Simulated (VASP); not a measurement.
The system is Be2I.

```
Be I
1.0
     3.96001    0.00000    0.00000
     0.00000    3.96001    0.00000
     0.00000    0.00000    5.60030
Be I
2 1
Cartesian
  1.9800 0.0000 4.2002
  0.0000 1.9800 1.4001
  0.0000 0.0000 0.0000
```

This cell differs from its parent crystal: atoms taken out.

| Property | Result |
| --- | --- |
| Program | VASP 6.6.1 |
| Task | relaxation of cell and atoms |
| Functional | PBE |
| Potentials or basis | VASP PAW PBE potentials, release 64 (Be, I) |
| Cutoff | 600 eV |
| k mesh | 4 × 4 × 4 |
| Occupations | gaussian, width 0.1 eV |
| Spin | no spin polarisation |

At the start: pressure -2.1 GPa; volume 29.27 Å³/atom.

Task: How do energy, volume and symmetry change on relaxing?

Result: Over 25 steps the energy falls by 850.2 meV/atom and the volume is 18.51 Å³/atom (-36.8 %); space group P-4m2 (No. 115, to 0.1 Å) before and after.

The path:
| step | energy change (eV) | largest force (eV/Å) | pressure (GPa) | volume (Å³) |
| --- | --- | --- | --- | --- |
| 1 | 0.0000 | 1.4105 | -2.08 | 87.82 |
| 2 | -0.2792 | 1.5797 | -2.00 | 83.07 |
| 3 | -1.1745 | 1.9200 | -0.83 | 69.73 |
| 4 | -1.4253 | 1.3419 | 16.15 | 47.04 |
| 5 | -1.7178 | 1.3839 | 8.51 | 53.69 |
| 6 | -1.8429 | 1.1194 | 8.34 | 53.27 |
| 7 | -2.0847 | 0.6993 | 6.73 | 52.03 |
| 8 | -2.2364 | 0.0194 | 7.72 | 49.58 |
| 9 | -2.3839 | 0.0210 | 3.62 | 52.74 |
| 10 | -2.4583 | 0.0289 | -0.28 | 56.75 |
| 11 | -2.4609 | 0.0644 | -0.73 | 57.49 |
| 12 | -2.4625 | 0.1213 | -1.31 | 58.59 |
| 13 | -2.4903 | 0.1802 | -0.77 | 58.19 |
| 14 | -2.5295 | 0.0054 | -0.73 | 56.89 |
| 15 | -2.3826 | 0.3822 | 1.74 | 53.80 |
| 16 | -2.5427 | 0.0767 | -0.59 | 56.37 |
| 17 | -2.5235 | 0.1674 | 0.32 | 55.48 |
| 18 | -2.5443 | 0.0954 | -0.45 | 56.20 |
| 19 | -2.5442 | 0.1010 | -0.40 | 56.15 |
| 20 | -2.5460 | 0.0938 | 0.06 | 55.61 |
| 21 | -2.5463 | 0.0896 | 0.32 | 55.32 |
| 22 | -2.5479 | 0.0685 | 0.22 | 55.39 |
| 23 | -2.5502 | 0.0146 | -0.05 | 55.61 |
| 24 | -2.5502 | 0.0084 | -0.08 | 55.64 |
| 25 | -2.5506 | 0.0017 | -0.01 | 55.53 |

Final structure:
```
CELL_PARAMETERS angstrom
3.47223 0.00000 0.00000
0.00000 3.47223 0.00000
0.00000 0.00000 4.60626
ATOMIC_POSITIONS crystal
Be 0.50000 0.00000 0.55458
Be 0.00000 0.50000 0.44542
I 0.00000 0.00000 0.00000
```

Caveat: the k points lie up to 0.45 Å⁻¹ apart in the final cell, too coarse for converged energies and pressures of a metal; the cell differs from its parent crystal (atoms taken out); the volume moved by over 15 % at a fixed basis, so the end points are rough; an odd number of electrons without spin polarisation forces a metal; a magnetic or distorted state may lie lower.
